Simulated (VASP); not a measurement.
**Rh: single point with BLYP**

Crystal: Rh.

```
Rh
1.0
     0.00000    1.97652    1.97652
     1.97652    0.00000    1.97652
     1.97652    1.97652    0.00000
Rh
1
Cartesian
  0.0000 0.0000 0.0000
```

This cell differs from its parent crystal: volume scaled by 1.04.

```json
{"Program": "VASP 6.6.1", "Task": "single point", "Functional": "BLYP", "Potentials or basis": "VASP PAW PBE potentials, release 64 (Rh_pv)", "Cutoff": "520 eV", "k mesh": "23 × 23 × 23", "Occupations": "fermi-dirac, width 0.1 eV", "Spin": "no spin polarisation", "Dipole correction": "no", "Further INCAR settings": "ALGO = Normal; EDIFF = 1e-06; NBANDS = 14"}
```

* Pressure: -7.0 GPa

Levels at points of the mesh, in eV from the Fermi level:
| k point | band 5 | band 6 | band 7 | band 8 | band 9 | band 10 |
| --- | --- | --- | --- | --- | --- | --- |
| (0.00, 0.00, 0.00) | -2.56 | -2.56 | -2.56 | -0.85 | -0.85 | 16.32 |

Run time: 32 s on 1 thread of Intel(R) Xeon(R) 6975P-C (Granite Rapids), with other jobs on the host, peak memory 0.19 GiB.

Caveat: the PAW data sets were made with another functional, which shifts forces and pressure a little.
